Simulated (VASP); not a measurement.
TiSe2, 3 atoms in the cell. The structure is trigonal, space group P-3m1 (No. 164). Conventional cell: a = 3.481 Å, b = 3.481 Å, c = 5.872 Å, α = 90.00°, β = 90.00°, γ = 120.00°. Within 3.4 Å of Ti (site symmetry -3m) lie 6 Se at 2.54 Å. Within 3.4 Å of Se (site symmetry 3m) lie 3 Ti at 2.54 Å. 

```yaml
Program: VASP 6.6.1
Task: relaxation of cell and atoms
Functional: PBE
Dispersion: D3(BJ)
Potentials_or_basis: VASP PAW PBE potentials, release 64 (Ti_sv, Se)
Cutoff: 500 eV
k_mesh: 15 × 15 × 8
Occupations: gaussian, width 0.1 eV
Spin: no spin polarisation
Dipole_correction: no
Further_INCAR_settings: ALGO = Normal; EDIFF = 1e-07; IBRION = 2; EDIFFG = -0.01; NSW = 100; ISIF = 3
```

Potentials or basis: VASP PAW PBE potentials, release 64 (Ti_sv, Se).

The run is started by

```sh
$ cat potpaw_PBE.64/Ti_sv/POTCAR potpaw_PBE.64/Se/POTCAR > POTCAR
$ mpirun -np 1 vasp_std > vasp.out
```

Hardware: 1 thread of Intel(R) Xeon(R) 6975P-C (Granite Rapids), with other jobs on the host.

**Question.** Estimate the wall time of this run.

**Answer.** Wall time 3 min on 1 thread of Intel(R) Xeon(R) 6975P-C (Granite Rapids), on a shared host, peak memory 0.35 GiB. Counts: scf iterations 33, k points 192, ion steps 3.
